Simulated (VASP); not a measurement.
Runs of VASP 6.6.1 on Be3S2. The structure is that of space group P4/mmm (No. 123), or close to it. The cells are those of the table. 

| task | cell | k mesh | cutoff (eV) | gap on the mesh (eV) | pressure (GPa) | relaxed volume (Å³/atom) | largest force (eV/Å) |
| --- | --- | --- | --- | --- | --- | --- | --- |
| single point | a = 3.053, b = 3.053, c = 6.716 Å, 5 atoms | 12 × 12 × 6 | 520 | none | 0.0 | - | 0.01 |
| single point | a = 3.044, b = 3.044, c = 6.743 Å, 5 atoms | 8 × 8 × 4 | 520 | none | 0.1 | - | (b) |
| relaxation of cell and atoms | relaxed from a = 2.300, b = 2.300, c = 6.900 Å, 5 atoms | 8 × 8 × 4 | 600 | none | -0.4 | 12.56 | 0.04 |
| single point | a = 2.300, b = 2.300, c = 6.900 Å, 5 atoms | 8 × 8 × 4 | 520 | none | (a) | - | 4.26 |
| relaxation of cell and atoms | relaxed from a = 3.044, b = 3.044, c = 6.743 Å, 5 atoms | 12 × 12 × 6 | 600 | none | 0.1 | 12.51 | 0.01 |

Alike in all rows: level PBE; potentials or basis VASP PAW PBE potentials, release 64 (Be, S); no spin polarisation; smearing gaussian 0.1 eV.

Task: Fill in the values left out.

Result: (a) 135.2; (b) 0.02.

Caveats: the volume moved by over 15 % at a fixed basis, so the end points are rough (some runs); forces of over 1 eV/Å act on the atoms, so gaps and moduli don't describe the material at rest (some runs).

A gap of «none» marks levels without a gap at the run's occupations.
